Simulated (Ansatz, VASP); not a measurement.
## Two plane-wave programs on KI

Contents of INCAR:

```
SYSTEM = KI
  ALGO = Normal
  EDIFF = 1E-6
  EDIFFG = -0.01
  ENCUT = 600
  GGA_COMPAT = .False.
  IBRION = 2
  ISIF = 3
  ISMEAR = 0
  LASPH = .True.
  LCHARG = .False.
  LORBIT = 11
  LORBMOM = .True.
  LREAL = .False.
  LSORBIT = .True.
  LWAVE = .False.
  MAGMOM = 0 0 0 0 0 0
  NELM = 150
  NSW = 60
  PREC = Accurate
  SIGMA = 0.1
```

The input KPOINTS:

```
k-points
0
Gamma
  5 5 5
  0 0 0
```

Contents of POSCAR:

```
KI
1.0
    0.0000000000      3.5327750000      3.5327750000
    3.5327750000      0.0000000000      3.5327750000
    3.5327750000      3.5327750000      0.0000000000
I K
1 1
Direct
    0.5000000000      0.5000000000      0.5000000000
    0.0000000000      0.0000000000      0.0000000000
```

Contents of input.yaml:

```yaml
crystal:
  lattice:
    - [0.0, 3.532775, 3.532775]
    - [3.532775, 0.0, 3.532775]
    - [3.532775, 3.532775, 0.0]
  atoms:
    - { symbol: I, position: [0.5, 0.5, 0.5] }
    - { symbol: K, position: [0.0, 0.0, 0.0] }
hamiltonian:
  xc: lda
  pseudopotentials: { kind: paw_fr }
magnetization:
  noncollinear: true
  spin_orbit: true
kpoints:
  mp_grid: { grid: [5, 5, 5] }
scf:
  occupations: { method: gaussian, width: 0.1 }
output:
  forces: true
  stress: true
relax:
  f_tol: 0.01
  max_steps: 40
  cell: { stress_tol: 0.05 }
```

Alike in both runs: task relaxation of cell and atoms; functional LDA; k mesh 5 × 5 × 5; occupations gaussian, width 0.1 eV; non-collinear spin, spin-orbit coupling.

```csv
,VASP,Ansatz
version,VASP 6.6.1,Ansatz 0.2.0
potentials or method,"VASP PAW LDA potentials, release 64 (I, K_sv)",Ansatz PAW
plane-wave cutoff (eV),600,420
valence electrons in the cell,16,26
```

VASP gave:

```
net moment per atom (μB)                                     : 0.00
relaxed volume (Å³/atom)                                     : 39.83
relaxed cell length with the largest relative difference (Å) : 4.830
```

Question: Estimate Ansatz's values.

Answer: net moment per atom (μB): 0.00; relaxed volume (Å³/atom): 39.75; relaxed cell length with the largest relative difference (Å): 4.826.

LDA's correlation is that of Perdew and Zunger in VASP and of Perdew and Wang (1992) in Ansatz. VASP's potentials hold 16 valence electrons a cell and Ansatz's 26, so a difference there can come from the potentials and not from the codes.

Noted on Ansatz's run: odd divisions of the mesh miss points on the zone boundary, where band edges often lie, so the gap on the mesh can be too wide; the plane-wave basis is chosen anew once the cell has moved, so the energies of steps on either side of that aren't comparable.
